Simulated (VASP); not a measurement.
Set up this calculation in VASP 6.6.1, as the native input.

```
Task                   : single point
Functional             : PBE
Potentials or basis    : VASP PAW PBE potentials, release 64 (Sb, Pt)
Cutoff                 : 520 eV
k mesh                 : 4 × 4 × 4
Occupations            : gaussian, width 0.1 eV
Spin                   : no spin polarisation
Dipole correction      : no
Further INCAR settings : ALGO = Normal; EDIFF = 1e-06; NBANDS = 29
```

The structure of Sb2Pt lies in POSCAR:

```
Sb2Pt
1.0
    5.3524988836      0.0000000000      0.0000000000
    0.0000000000      6.5562330146      0.0000000000
    0.0000000000      0.0000000000      4.1766593703
Sb Pt
4 2
Direct
    0.2163749625      0.3697963256      0.0000000000
    0.7836250375      0.6302036744      0.0000000000
    0.7163749625      0.1302036744      0.5000000000
    0.2836250375      0.8697963256      0.5000000000
    0.0000000000      0.0000000000      0.0000000000
    0.5000000000      0.5000000000      0.5000000000
```

One way to write it, as run:

INCAR

```
SYSTEM = Sb2Pt
ALGO = Normal
EDIFF = 1E-6
ENCUT = 520
GGA = PE
ISIF = 2
ISMEAR = 0
LASPH = .True.
LCHARG = .False.
LREAL = .False.
LWAVE = .False.
NBANDS = 29
NELM = 100
PREC = Accurate
SIGMA = 0.1
```

KPOINTS

```
k-points
0
Gamma
  4 4 4
  0 0 0
```

Potentials or basis: VASP PAW PBE potentials, release 64 (Sb, Pt).

Run with:

```console
$ cat potpaw_PBE.64/Sb/POTCAR potpaw_PBE.64/Pt/POTCAR > POTCAR
$ mpirun -np 1 vasp_std > vasp.out
```

Results of the run:

| Quantity | Value |
| --- | --- |
| Pressure | -0.3 GPa |
| Largest force | 0.022 eV/Å |
| Band gap on the k mesh | zero (band 20 reaches 8.92 eV, above the bottom of band 21 at 7.39 eV) |

Caveat: the k points lie up to 0.38 Å⁻¹ apart; spin-orbit coupling is left out, which moves the levels of the heavy elements.

Run time: 41 s on 1 thread of Intel(R) Xeon(R) 6975P-C (Granite Rapids), on a shared host, peak memory 0.29 GiB.
